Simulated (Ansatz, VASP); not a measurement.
## H3CCl: VASP beside Ansatz

```
CELL_PARAMETERS angstrom
8.38152 0.00000 0.00000
0.00000 8.38152 0.00000
0.00000 0.00000 8.38152
ATOMIC_POSITIONS crystal
C 0.33993 0.93888 0.14812
C 0.65765 0.34171 0.44144
C 0.11855 0.84331 0.59740
C 0.79243 0.89075 0.08743
C 0.00236 0.35544 0.99354
C 0.54652 0.95271 0.75453
C 0.08472 0.37068 0.40575
C 0.39494 0.36827 0.11521
Cl 0.43279 0.80193 0.28306
Cl 0.46771 0.37881 0.53205
Cl 0.10776 0.95753 0.77721
Cl 0.90941 0.84248 0.25871
Cl 0.81684 0.46063 0.98439
Cl 0.61976 0.13143 0.84758
Cl 0.06175 0.39835 0.61513
Cl 0.39541 0.49858 0.94458
H 0.23517 0.99042 0.20762
H 0.42628 0.03160 0.11590
H 0.30291 0.87534 0.04021
H 0.74807 0.41207 0.50509
H 0.68373 0.21356 0.45084
H 0.65101 0.37866 0.31601
H 0.15111 0.92382 0.49997
H 0.20802 0.74906 0.61141
H 0.00053 0.79131 0.57720
H 0.86771 0.95039 0.99901
H 0.74224 0.78040 0.03871
H 0.69676 0.96987 0.12578
H 0.01059 0.29126 0.10732
H 0.01013 0.27104 0.89373
H 0.10008 0.44230 0.98250
H 0.41874 0.94169 0.78020
H 0.56605 0.96928 0.62653
H 0.61188 0.84835 0.79864
H 0.08468 0.48813 0.34805
H 0.19950 0.31067 0.38784
H 0.98543 0.29690 0.36436
H 0.30157 0.27660 0.10386
H 0.51218 0.31033 0.11537
H 0.37671 0.43856 0.22366
```

Alike in both runs: functional PBE; dispersion D3(BJ); k mesh 1 × 1 × 1; occupations fermi-dirac, width 0.02 eV; no spin polarisation.

Ansatz relaxed the structure, and its values are those at the end. VASP's run is a single point on that final structure, the one shown.

|  | VASP | Ansatz |
| --- | --- | --- |
| version | VASP 6.6.1 | Ansatz 0.2.0 |
| potentials or method | VASP PAW PBE potentials, release 64 (C, Cl, H), cutoff 520 eV | scalar-relativistic, plane waves, PAW |
| valence electrons in the cell | 112 | 112 |

```csv
,VASP,Ansatz,Ansatz less VASP
gap on the k mesh at the Fermi level (eV),5.45,5.41,-0.038
rms of the force components (eV/Å),0.087,0.091,+0.0038
```

Ansatz's warnings: xc potential rough in thin density.
